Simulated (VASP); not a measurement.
# Ti3S2 in VASP: notebook

The runs below take Ti3S2 through single point, with LDA, PBEsol.

Program: VASP 6.6.1. These are calculated values, not measurements. Logs are shortened: lines on timing, memory, paths and dates and some standing lists are left out, and cuts for length are marked.

## (1) The cell of the first run

The typed cell holds 5 atoms: a = 4.505 Å, b = 4.505 Å, c = 4.505 Å, α = 74.06°, β = 74.06°, γ = 74.06°.

## (2) Single point, LDA

File INCAR:

```
  PREC = Accurate
  ENCUT = 520
  EDIFF = 1E-6
  ISMEAR = -1
  SIGMA = 0.1
  LREAL = F
  LASPH = T
  NELM = 100
  ALGO = Normal
  ISIF = 2
  LWAVE = F
  LCHARG = T
  LELF = T
  LVHAR = T
  NBANDS = 32
```

File KPOINTS:

```
Automatic mesh
0
Gamma
  5 5 5
```

File POSCAR:

```
Ti3S2
1.0
    2.7131139241      1.5664170544      3.2376184047
   -2.7131139241      1.5664170544      3.2376184047
    0.0000000000     -3.1328341088      3.2376184047
Ti S
3 2
Direct
    0.0050380000      0.3388620000      0.6543340000
    0.6614490000      0.0070210000      0.3345490000
    0.3325830000      0.6591530000     -0.0001120000
    0.1489870000      0.1921150000      0.1645920000
    0.8377220000      0.8379890000      0.8277830000
```

Potentials or basis: VASP PAW LDA potentials, release 64 (Ti_sv, S).

Launch:

```console
$ cat potpaw_LDA.64/Ti_sv/POTCAR potpaw_LDA.64/S/POTCAR > POTCAR
$ mpirun -np 1 vasp_std > vasp.out
```

OUTCAR:

```text
PREC = Accurate
   ENCUT = 520
   EDIFF = 1E-6
   ISMEAR = -1
   LREAL = F
   LASPH = T
   NELM = 100
   ISIF = 2

 ion  position               nearest neighbor table
   1  0.005  0.339  0.654-   4 2.35   4 2.43   5 2.43   5 2.44
   2  0.661  0.007  0.335-   4 2.42   5 2.42   5 2.46   4 2.48
   3  0.333  0.659  1.000-   4 2.33   5 2.42   5 2.47   4 2.56
   4  0.149  0.192  0.165-   3 2.33   1 2.35   2 2.42   1 2.43   2 2.48   3 2.56
   5  0.838  0.838  0.828-   3 2.42   2 2.42   1 2.43   1 2.44   2 2.46   3 2.47

  LATTYP: Found a trigonal (rhomboedric) cell.
 ALAT       =     4.5051994948
 COS(alpha) =     0.2746660548

  Lattice vectors:

 A1 = (   2.7131139241,   1.5664170544,   3.2376184047)
 A2 = (  -2.7131139241,   1.5664170544,   3.2376184047)
 A3 = (   0.0000000000,  -3.1328341088,   3.2376184047)

Analysis of symmetry for initial positions (statically):
=====================================================================
 Subroutine PRICEL returns:
 Original cell was already a primitive cell.

 Routine SETGRP: Setting up the symmetry group for a
 trigonal (rhombohedral) supercell.

 Subroutine GETGRP returns: Found  1 space group operations
 (whereof  1 operations were pure point group operations)
 out of a pool of 12 trial point group operations.

The static configuration has the point symmetry C_1 .

Analysis of symmetry for dynamics (positions and initial velocities):
=====================================================================
 Subroutine PRICEL returns:
 Original cell was already a primitive cell.

 Routine SETGRP: Setting up the symmetry group for a
 trigonal (rhombohedral) supercell.

 Subroutine GETGRP returns: Found  1 space group operations
 (whereof  1 operations were pure point group operations)
 out of a pool of 12 trial point group operations.

The dynamic configuration has the point symmetry C_1 .

 Subroutine INISYM returns: Found  1 space group operations
 (whereof  1 operations are pure point group operations),
 and found     1 'primitive' translations

----------------------------------------------------------------------------------------

                                     Primitive cell

  volume of cell :      82.5567

  direct lattice vectors                    reciprocal lattice vectors
     2.713113924  1.566417054  3.237618405     0.184290087  0.106399931  0.102956338
    -2.713113924  1.566417054  3.237618405    -0.184290087  0.106399931  0.102956338
     0.000000000 -3.132834109  3.237618405     0.000000000 -0.212799862  0.102956338

  length of vectors
     4.505199495  4.505199495  4.505199495     0.236397523  0.236397523  0.236397523

  position of ions in fractional coordinates (direct lattice)
     0.005038000  0.338862000  0.654334000
     0.661449000  0.007021000  0.334549000
     0.332583000  0.659153000  0.999888000
     0.148987000  0.192115000  0.164592000
     0.837722000  0.837989000  0.827783000

  ion indices of the primitive-cell ions
   primitive index   ion index
                 1           1
                 2           2
                 3           3
                 4           4
                 5           5

----------------------------------------------------------------------------------------

 KPOINTS: Automatic mesh

Automatic generation of k-mesh.
 Grid dimensions read from file:
 generate k-points for:    5    5    5

 Generating k-lattice:

  Cartesian coordinates                     Fractional coordinates (reciprocal lattice)
     0.036858017  0.021279986  0.020591268     0.200000000 -0.000000000  0.000000000
    -0.036858017  0.021279986  0.020591268    -0.000000000  0.200000000  0.000000000
     0.000000000 -0.042559972  0.020591268     0.000000000  0.000000000  0.200000000

  Length of vectors
     0.047279505  0.047279505  0.047279505

  Shift w.r.t. Gamma in fractional coordinates (k-lattice)
     0.000000000  0.000000000  0.000000000

 Subroutine IBZKPT returns following result:
 ===========================================

 Found     63 irreducible k-points:

 Following reciprocal coordinates:
            Coordinates               Weight
  0.000000  0.000000  0.000000      1.000000
  0.200000 -0.000000 -0.000000      2.000000
 -0.000000  0.200000 -0.000000      2.000000
 -0.000000 -0.000000  0.200000      2.000000
  0.400000 -0.000000 -0.000000      2.000000
 -0.000000  0.400000 -0.000000      2.000000
[... 16 lines left out ...]
 -0.200000  0.200000  0.000000      2.000000
  0.200000  0.000000 -0.200000      2.000000
 [... further k-points ...]
   k-points           NKPTS =     63   k-points in BZ     NKDIM =     63   number of bands    NBANDS=     32
   number of dos      NEDOS =    301   number of ions     NIONS =      5
   total plane-waves  NPLWV =  46656
   dimension x,y,z NGX =    36 NGY =   36 NGZ =   36
   dimension x,y,z NGXF=    72 NGYF=   72 NGZF=   72
   ions per type =               3   2
   NGX,Y,Z   is equivalent  to a cutoff of  13.28, 13.28, 13.28 a.u.
   NGXF,Y,Z  is equivalent  to a cutoff of  26.57, 26.57, 26.57 a.u.
 SYSTEM =  unknown system
   PREC   = accura    normal or accurate (medium, high low for compatibility)
   ISTART =      0    job   : 0-new  1-cont  2-samecut
   ICHARG =      2    charge: 1-file 2-atom 10-const
   ISPIN  =      1    spin polarized calculation?
   LNONCOLLINEAR =      F non collinear calculations
   LSORBIT =      F    spin-orbit coupling
   LASPH  =      T    aspherical Exc in radial PAW
   ENCUT  =  520.0 eV  38.22 Ry    6.18 a.u.   8.38  8.38  8.38*2*pi/ulx,y,z
   NELM   =    100;   NELMIN=  2; NELMDL= -5     # of ELM steps
   EDIFF  = 0.1E-05   stopping-criterion for ELM
   LREAL  =      F    real-space projection
   EDIFFG = 0.1E-04   stopping-criterion for IOM
   NSW    =      0    number of steps for IOM
   IBRION =     -1    ionic relax: 0-MD 1-quasi-New 2-CG
   NFREE  =      0    steps in history (QN), initial steepest desc. (CG)
   ISIF   =      2    stress and relaxation
   ISYM   =      2    0-nonsym 1-usesym 2-fastsym
   POTIM  = 0.5000    time-step for ionic-motion
   TEBEG  =    0.0;   TEEND  =   0.0 temperature during run
   PSTRESS=    0.0 pullay stress
   NELECT =      48.0000    total number of electrons
   NUPDOWN=      -1.0000    fix difference up-down
   EMIN   =  10.00;   EMAX   =-10.00  energy-range for DOS
   EFERMI =   0.00;   METHOD = LEGACY
   ISMEAR =    -1;   SIGMA  =   0.10  broadening in eV -4-tet -1-fermi 0-gaus
   EFERMI_NEDOS =   21; number of points for ismear=-14 and -15
   IALGO  =     38    algorithm
   IMIX   =      4    mixing-type and parameters
     AMIX     =   0.40;   BMIX     =  1.00
     AMIX_MAG =   1.60;   BMIX_MAG =  1.00
  volume/ion in A,a.u.               =      16.51       111.42
  Fermi-wavevector in a.u.,A,eV,Ry     =   1.366379  2.582082 25.401957  1.866991
  Thomas-Fermi vector in A             =   2.492525
   LORBIT       =      0    0 simple, 1 ext, 2 COOP (PROOUT), +10 PAW based schemes
   GGA     = CA    functional components
   LHFCALC =     F    Hartree Fock is set to
   AEXX    =    0.0000 exact exchange contribution
   IVDW    =     0    specifies the selected vdW correction
   LEPSILON=     F    determine dielectric tensor
   LRPA    =     F    only Hartree local field effects (RPA)
 non-spin polarized calculation
  energy-cutoff  :      520.00
  volume of cell :       82.56
 maximum number of plane-waves:      2237
 NGX is ok and might be reduce to    36
   NGX = 17   NGY = 17   NGZ = 17

 number of electron      48.0000000 magnetization

 Free energy of the ion-electron system (eV)
  ---------------------------------------------------
  ext. energy  EPLUGINS =         0.00000000
  ---------------------------------------------------
  free energy    TOTEN  =       -40.37572011 eV

  energy without entropy =      -40.25303742  energy(sigma->0) =      -40.31437876

 E-fermi :   8.3470     XC(G=0): -11.4872

 val. band max:        8.2644116041   @ k =   0.2000   0.4000   0.2000
 cond. band min:       8.3586854628   @ k =   0.4000   0.4000   0.4000
 fundamental gap:      0.0942738587
 Fermi energy:         8.3469639939

 k-point     1 :       0.0000    0.0000    0.0000
  band No.  band energies     occupation
      1     -47.9526      2.00000
      2     -47.9072      2.00000
      3     -47.8836      2.00000
      4     -24.6981      2.00000
      5     -24.6911      2.00000
      6     -24.6607      2.00000
[... 24 lines left out ...]
     31      10.7430      0.00000
     32      11.0713      0.00000

 k-point     2 :       0.2000   -0.0000   -0.0000
  band No.  band energies     occupation
      1     -47.9478      2.00000
      2     -47.9099      2.00000
      3     -47.8856      2.00000
      4     -24.7218      2.00000
      5     -24.6849      2.00000
      6     -24.6743      2.00000
[... 24 lines left out ...]
     31      10.9222      0.00000
     32      11.1061      0.00000

 k-point     3 :      -0.0000    0.2000   -0.0000
  band No.  band energies     occupation
      1     -47.9477      2.00000
      2     -47.9103      2.00000
      3     -47.8853      2.00000
      4     -24.7203      2.00000
      5     -24.6896      2.00000
      6     -24.6745      2.00000
[... 24 lines left out ...]
     31      10.9262      0.00000
     32      10.9905      0.00000

 k-point     4 :      -0.0000   -0.0000    0.2000
  band No.  band energies     occupation
      1     -47.9478      2.00000
      2     -47.9097      2.00000
      3     -47.8857      2.00000
      4     -24.7233      2.00000
      5     -24.6877      2.00000
      6     -24.6714      2.00000
[... 24 lines left out ...]
     31      10.9209      0.00000
     32      11.0113      0.00000

 k-point     5 :       0.4000   -0.0000   -0.0000
  band No.  band energies     occupation
      1     -47.9367      2.00000
      2     -47.9174      2.00000
      3     -47.8890      2.00000
      4     -24.7385      2.00000
      5     -24.7054      2.00000
      6     -24.6645      2.00000
[... 584 lines left out ...]
     31      10.6314      0.00000
     32      10.8370      0.00000

 k-point    22 :      -0.0000   -0.2000    0.4000
  band No.  band energies     occupation
      1     -47.9326      2.00000
      2     -47.9182      2.00000
      3     -47.8922      2.00000
      4     -24.7375      2.00000
      5     -24.6966      2.00000
      6     -24.6863      2.00000
[... 24 lines left out ...]
     31      10.6098      0.00000
     32      10.8107      0.00000

 k-point    23 :      -0.2000    0.2000    0.0000
  band No.  band energies     occupation
      1     -47.9408      2.00000
      2     -47.9137      2.00000
      3     -47.8887      2.00000
      4     -24.7105      2.00000
      5     -24.7055      2.00000
      6     -24.6876      2.00000
[... 24 lines left out ...]
     31      10.8317      0.00000
     32      10.9051      0.00000

 k-point    24 :       0.2000    0.0000   -0.2000
  band No.  band energies     occupation
      1     -47.9412      2.00000
      2     -47.9126      2.00000
      3     -47.8894      2.00000
      4     -24.7141      2.00000
      5     -24.7025      2.00000
      6     -24.6879      2.00000
[... 24 lines left out ...]
     31      10.8211      0.00000
     32      10.9366      0.00000

 [... further k-points ...]
[... 5 lines left out ...]
  --------------------------------------------------------------------------------------
  -------------------------------------------------------------------------------------
  Total       -4.1933614     -2.7734176     -3.9900960     -0.6873475      0.0105358     -0.1179466
  in kB      -81.3805331    -53.8236937    -77.4357638    -13.3393471      0.2044683     -2.2889880
  external PRESSURE =     -70.8799969 kB  Pullay stress =       0.0000000 kB

 VOLUME and BASIS-vectors are now :
 -----------------------------------------------------------------------------
  energy-cutoff  :      520.00
  volume of cell :       82.56
      direct lattice vectors                 reciprocal lattice vectors
     2.713113924  1.566417054  3.237618405     0.184290087  0.106399931  0.102956338
    -2.713113924  1.566417054  3.237618405    -0.184290087  0.106399931  0.102956338
     0.000000000 -3.132834109  3.237618405     0.000000000 -0.212799862  0.102956338

 POSITION                                       TOTAL-FORCE (eV/Angst)
 -----------------------------------------------------------------------------------
     -0.90570     -1.51123      3.23190        -0.359128     -0.407417      0.276876
      1.77554     -0.00098      3.24739        -0.085146      0.095678     -0.353480
     -0.88602     -1.57901      6.44812        -0.446030      0.680068      0.875772
     -0.11701      0.01867      1.63724         1.178414     -0.072031     -0.412117
     -0.00072      0.03156      8.10536        -0.288109     -0.296299     -0.387051
 -----------------------------------------------------------------------------------
    total drift:                               -0.000045     -0.000118      0.000036

  FREE ENERGIE OF THE ION-ELECTRON SYSTEM (eV)
  ---------------------------------------------------
  free  energy   TOTEN  =       -40.3757201098 eV

  energy  without entropy=      -40.2530374159  energy(sigma->0) =      -40.31437876
```

Run time: 2 min. Hardware: 1 thread of Intel Xeon Platinum 8488C (Sapphire Rapids), shared host; peak memory 0.25 GiB.

What came out:

```
Free energy            : -40.3757 eV
Pressure               : -7.1 GPa
Largest force          : 1.250 eV/Å
Band gap on the k mesh : zero (band 24 reaches 8.37 eV, above the bottom of band 25 at 8.22 eV)
```

Forces in eV/Å, atoms in the order of the input:
```
Ti  -0.359 -0.407  0.277
Ti  -0.085  0.096 -0.353
Ti  -0.446  0.680  0.876
S    1.178 -0.072 -0.412
S   -0.288 -0.296 -0.387
```

Stress tensor (GPa, compression positive):
```
-8.14 -1.33 -0.23
-1.33 -5.38  0.02
-0.23  0.02 -7.74
```

Caveat: forces of over 1 eV/Å act on the atoms, so gaps and moduli don't describe the material at rest.

## (3) Single point, LDA

File INCAR:

```
PREC = Accurate
ENCUT = 520
EDIFF = 1E-6
ISMEAR = -1
SIGMA = 0.1
LREAL = F
LASPH = T
NELM = 60
ALGO = Normal
ISIF = 2
LWAVE = F
LCHARG = F
GGA = CA
NBANDS = 32
```

File KPOINTS:

```
regular mesh
0
Gamma
  5 5 5
```

POSCAR is that of step 2.

Potentials or basis: VASP PAW LDA potentials, release 64 (Ti_sv, S).

Launch:

```console
$ cat potpaw_LDA.64/Ti_sv/POTCAR potpaw_LDA.64/S/POTCAR > POTCAR
$ mpirun -np 1 vasp_std > vasp.out
```

OUTCAR:

```text
PREC = Accurate
   ENCUT = 520
   EDIFF = 1E-6
   ISMEAR = -1
   LREAL = F
   LASPH = T
   NELM = 60
   ISIF = 2
   GGA = CA

 ion  position               nearest neighbor table
   1  0.005  0.339  0.654-   4 2.35   4 2.43   5 2.43   5 2.44
   2  0.661  0.007  0.335-   4 2.42   5 2.42   5 2.46   4 2.48
   3  0.333  0.659  1.000-   4 2.33   5 2.42   5 2.47   4 2.56
   4  0.149  0.192  0.165-   3 2.33   1 2.35   2 2.42   1 2.43   2 2.48   3 2.56
[... 1045 lines left out ...]
  --------------------------------------------------------------------------------------
  -------------------------------------------------------------------------------------
  Total       -4.1933614     -2.7734176     -3.9900960     -0.6873475      0.0105358     -0.1179466
  in kB      -81.3805331    -53.8236937    -77.4357638    -13.3393471      0.2044683     -2.2889880
  external PRESSURE =     -70.8799969 kB  Pullay stress =       0.0000000 kB

 VOLUME and BASIS-vectors are now :
 -----------------------------------------------------------------------------
  energy-cutoff  :      520.00
  volume of cell :       82.56
      direct lattice vectors                 reciprocal lattice vectors
     2.713113924  1.566417054  3.237618405     0.184290087  0.106399931  0.102956338
    -2.713113924  1.566417054  3.237618405    -0.184290087  0.106399931  0.102956338
     0.000000000 -3.132834109  3.237618405     0.000000000 -0.212799862  0.102956338

 POSITION                                       TOTAL-FORCE (eV/Angst)
 -----------------------------------------------------------------------------------
     -0.90570     -1.51123      3.23190        -0.359128     -0.407417      0.276876
      1.77554     -0.00098      3.24739        -0.085146      0.095678     -0.353480
     -0.88602     -1.57901      6.44812        -0.446030      0.680068      0.875772
     -0.11701      0.01867      1.63724         1.178414     -0.072031     -0.412117
     -0.00072      0.03156      8.10536        -0.288109     -0.296299     -0.387051
 -----------------------------------------------------------------------------------
    total drift:                               -0.000045     -0.000118      0.000036

  FREE ENERGIE OF THE ION-ELECTRON SYSTEM (eV)
  ---------------------------------------------------
  free  energy   TOTEN  =       -40.3757201098 eV

  energy  without entropy=      -40.2530374159  energy(sigma->0) =      -40.31437876
```

Run time: 3.5 min. Hardware: 1 thread of Intel Xeon Platinum 8488C (Sapphire Rapids), shared host; peak memory 0.25 GiB.

What came out:

```yaml
Free_energy: -40.3757 eV
Pressure: -7.1 GPa
Largest_force: 1.250 eV/Å
Band_gap_on_the_k_mesh: zero (band 24 reaches 8.37 eV, above the bottom of band 25 at 8.22 eV)
```

Forces on the atoms (eV/Å):
```
Ti  -0.359 -0.407  0.277
Ti  -0.085  0.096 -0.353
Ti  -0.446  0.680  0.876
S    1.178 -0.072 -0.412
S   -0.288 -0.296 -0.387
```

Stress tensor (GPa, compression positive):
```
-8.14 -1.33 -0.23
-1.33 -5.38  0.02
-0.23  0.02 -7.74
```

Caveat: forces of over 1 eV/Å act on the atoms, so gaps and moduli don't describe the material at rest.

[end of part 1 of 2]
